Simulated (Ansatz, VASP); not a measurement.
## One calculation of KCl, two programs

Contents of POSCAR:

```
KCl
1.0
    3.8391960000      0.0000000000      0.0000000000
    0.0000000000      3.8391960000      0.0000000000
    0.0000000000      0.0000000000      3.8391960000
K Cl
1 1
Direct
    0.0000000000      0.0000000000      0.0000000000
    0.5000000000      0.5000000000      0.5000000000
```

File INCAR.step1:

```
PREC = Accurate
ENCUT = 520
ISMEAR = 0
SIGMA = 0.01
LREAL = F
LASPH = T
NELM = 80
NBANDS = 15
GGA = PE
ALGO = Normal
EDIFF = 1E-4
LWAVE = T
LCHARG = F
```

The input INCAR.step2:

```
PREC = Accurate
ENCUT = 520
EDIFF = 1E-6
ISMEAR = 0
SIGMA = 0.01
LREAL = F
LASPH = T
NELM = 80
ALGO = Normal
ISIF = 2
LWAVE = F
LCHARG = F
METAGGA = R2SCAN
LMIXTAU = T
NBANDS = 15
ISTART = 1
```

The input KPOINTS:

```
Automatic mesh
0
Gamma
  3 3 3
```

Input for Ansatz:

```yaml
crystal:
  lattice:
    - [3.839196, 0.0, 0.0]
    - [0.0, 3.839196, 0.0]
    - [0.0, 0.0, 3.839196]
  atoms:
    - { symbol: K, position: [0.0, 0.0, 0.0] }
    - { symbol: Cl, position: [0.5, 0.5, 0.5] }
basis:
  ecutwfc: 750.0
  xc_grid: 2
kpoints:
  mp_grid:
    grid: [3, 3, 3]
  band_path:
    path:
      - [0.0, 0.33333333333333337, 0.33333333333333337]
      - [-0.012220540417972643, 0.33333333333333337, 0.33333333333333337]
      - [0.012220540417972643, 0.33333333333333337, 0.33333333333333337]
      - [0.0, 0.32111279291536066, 0.33333333333333337]
      - [0.0, 0.34555387375130603, 0.33333333333333337]
      - [0.0, 0.33333333333333337, 0.32111279291536066]
      - [0.0, 0.33333333333333337, 0.34555387375130603]
      - [0.012220540417972643, 0.34555387375130603, 0.33333333333333337]
      - [0.012220540417972643, 0.32111279291536066, 0.33333333333333337]
      - [-0.012220540417972643, 0.34555387375130603, 0.33333333333333337]
      - [-0.012220540417972643, 0.32111279291536066, 0.33333333333333337]
      - [0.012220540417972643, 0.33333333333333337, 0.34555387375130603]
      - [0.012220540417972643, 0.33333333333333337, 0.32111279291536066]
      - [-0.012220540417972643, 0.33333333333333337, 0.34555387375130603]
      - [-0.012220540417972643, 0.33333333333333337, 0.32111279291536066]
      - [0.0, 0.34555387375130603, 0.34555387375130603]
      - [0.0, 0.34555387375130603, 0.32111279291536066]
      - [0.0, 0.32111279291536066, 0.34555387375130603]
      - [0.0, 0.32111279291536066, 0.32111279291536066]
    npoints: 1
hamiltonian:
  xc: r2scan
scf:
  max_iter: 100
  convergence:
    dr2_threshold: 1.0e-06
  mixing:
    algorithm: broyden
    preconditioner: local_kerker
  occupations:
    method: fixed
```

Alike in both runs: task single point; functional r2SCAN; k mesh 3 × 3 × 3; no spin polarisation.

|  | VASP | Ansatz |
| --- | --- | --- |
| version | VASP 6.6.1 | Ansatz 0.2.0 |
| potentials or method | VASP PAW PBE potentials, release 64 (K_sv, Cl), cutoff 520 eV | plane waves, PAW |
| occupations | gaussian, width 0.01 eV | fixed |
| valence electrons in the cell | 16 | 16 |

|  | VASP | Ansatz | Ansatz less VASP |
| --- | --- | --- | --- |
| gap on the k mesh at the Fermi level (eV) | 5.64 | 5.64 | -0.005 |

VASP's potentials were made for PBE, not for r2SCAN.

The k mesh is coarse, so the values compare programs but aren't converged.
